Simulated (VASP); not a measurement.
Runs of VASP 6.6.1 on Ru. The structure is that of space group P6_3/mmc (No. 194), or close to it. The cells are those of the table. 

```tsv
level	spin	cell	k mesh	smearing	gap on the mesh (eV)	pressure (GPa)
PBE	off	a = 2.706, b = 2.706, c = 4.282 Å, angles 90.0, 90.0, 120.0°, 2 atoms	11 × 11 × 6	gaussian 0.014 eV	none	4.4
PBE	off	a = 2.706, b = 2.706, c = 4.282 Å, angles 90.0, 90.0, 120.0°, 2 atoms	11 × 11 × 6	gaussian 0.028 eV	none	4.4
BLYP+D4	off	a = 2.669, b = 2.669, c = 4.224 Å, angles 90.0, 90.0, 120.0°, 2 atoms	11 × 11 × 6	fermi-dirac 0.05 eV	none	23.0
PBE	off	a = 2.669, b = 2.669, c = 4.224 Å, angles 90.0, 90.0, 120.0°, 2 atoms	11 × 11 × 6	fermi-dirac 0.05 eV	none	(b)
SVWN5	off	a = 2.724, b = 2.724, c = 4.310 Å, angles 90.0, 90.0, 120.0°, 2 atoms	11 × 11 × 6	fermi-dirac 0.05 eV	none	-18.4
PBE+D3(BJ)	non-collinear, zero start, SOC	a = 2.688, b = 2.688, c = 4.253 Å, angles 90.0, 90.0, 120.0°, 2 atoms	8 × 8 × 5	fermi-dirac 0.02 eV	-	(a)
RPBE+D4	off	a = 2.699, b = 2.699, c = 4.273 Å, angles 90.0, 90.0, 120.0°, 2 atoms	11 × 11 × 6	fermi-dirac 0.05 eV	none	0.1
revPBE+D3(BJ)	off	a = 2.724, b = 2.724, c = 4.310 Å, angles 90.0, 90.0, 120.0°, 2 atoms	11 × 11 × 6	fermi-dirac 0.05 eV	none	-12.7
```

Alike in all rows: task single point; potentials or basis VASP PAW PBE potentials, release 64 (Ru_pv); cutoff (eV) 520.

Fill in the values left out.

(a) 3.3; (b) 19.6.

Caveats: the PAW data sets were made with another functional, which shifts forces and pressure a little (some runs); pairwise dispersion overbinds metals, which lowers pressure and volume (some runs).

A k mesh can miss the band edges, and rows without SOC leave out spin-orbit coupling on Ru.

A gap of «none» marks levels without a gap at the run's occupations.
